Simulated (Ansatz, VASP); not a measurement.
One calculation of PbS, two programs

```
CELL_PARAMETERS angstrom
0.00000 3.29020 3.29020
3.29020 0.00000 3.29020
3.29020 3.29020 0.00000
ATOMIC_POSITIONS crystal
Pb 0.00000 0.00000 0.00000
S 0.25000 0.25000 0.25000
```

Alike in both runs: task single point; functional LDA; k mesh 10 × 10 × 10; occupations gaussian, width 0.02 eV; no spin polarisation.

```csv
,VASP,Ansatz
version,VASP 6.6.1,Ansatz 0.2.0
potentials or method,"VASP PAW LDA potentials, release 64 (Pb_d, S), cutoff 520 eV","scalar-relativistic, plane waves, PAW"
valence electrons in the cell,20,20
```

VASP gave:

| Property | Result |
| --- | --- |
| gap on the k mesh at the Fermi level (eV) | 0.62 |
| least direct gap on the mesh (eV) | 1.08 |
| pressure (GPa) | -1.8 |

Task: Which values does Ansatz return?

Result: gap on the k mesh at the Fermi level (eV): 0.64; least direct gap on the mesh (eV): 1.10; pressure (GPa): -1.9.

LDA's correlation is that of Perdew and Zunger in VASP and of Perdew and Wang (1992) in Ansatz.

Spin-orbit coupling is off throughout.
